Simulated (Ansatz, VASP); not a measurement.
# Two plane-wave programs on PbS

INCAR

```
PREC = Accurate
ENCUT = 500
EDIFF = 1E-6
ISMEAR = 0
SIGMA = 0.02
LREAL = False
LASPH = True
NELM = 120
ALGO = Normal
ISIF = 2
LWAVE = False
LCHARG = False
GGA = PS
NBANDS = 17
GGA_COMPAT = False
```

KPOINTS

```
Automatic mesh
0
Gamma
  6 6 6
```

Contents of POSCAR:

```
PbS
1.0
    4.0897000000      0.0000000000      0.0000000000
   -2.0448500000      3.5417800000      0.0000000000
    0.0000000000      0.0000000000      3.8449925500
Pb S
1 1
Direct
    0.0000000000      0.0000000000      0.0000000000
    0.6666666667      0.3333333333      0.5000000000
```

Input for Ansatz:

```yaml
crystal:
  lattice:
    - [4.0897, 0.0, 0.0]
    - [-2.04485, 3.54178, 0.0]
    - [0.0, 0.0, 3.8449925499999997]
  atoms:
    - { symbol: Pb, position: [0.0, 0.0, 0.0] }
    - { symbol: S, position: [0.6666666666666666, 0.3333333333333333, 0.5] }
basis:
  ecutwfc: 571.4391111657479
kpoints:
  mp_grid:
    grid: [6, 6, 6]
hamiltonian:
  xc: pbesol
scf:
  occupations:
    method: gaussian
    width: 0.02
output:
  stress: true
```

Alike in both runs: task single point; functional PBEsol; k mesh 6 × 6 × 6; occupations gaussian, width 0.02 eV; no spin polarisation.

|  | VASP | Ansatz |
| --- | --- | --- |
| version | VASP 6.6.1 | Ansatz 0.2.0 |
| potentials or method | VASP PAW PBE potentials, release 64 (Pb_d, S), cutoff 500 eV | plane waves, PAW |
| valence electrons in the cell | 20 | 20 |

```csv
,VASP,Ansatz,Ansatz less VASP
pressure (GPa),-3.8,-3.8,+0.05
"traceless stress, the component that is largest in VASP (GPa)",-1.02,-1.02,0.000
```

VASP's potentials were made for PBE, not for PBEsol. With one functional, cell and mesh, what is left measures potentials, basis and numerics. Ansatz's warnings: structure snapped to symmetry.

Neither program's run includes spin-orbit coupling.
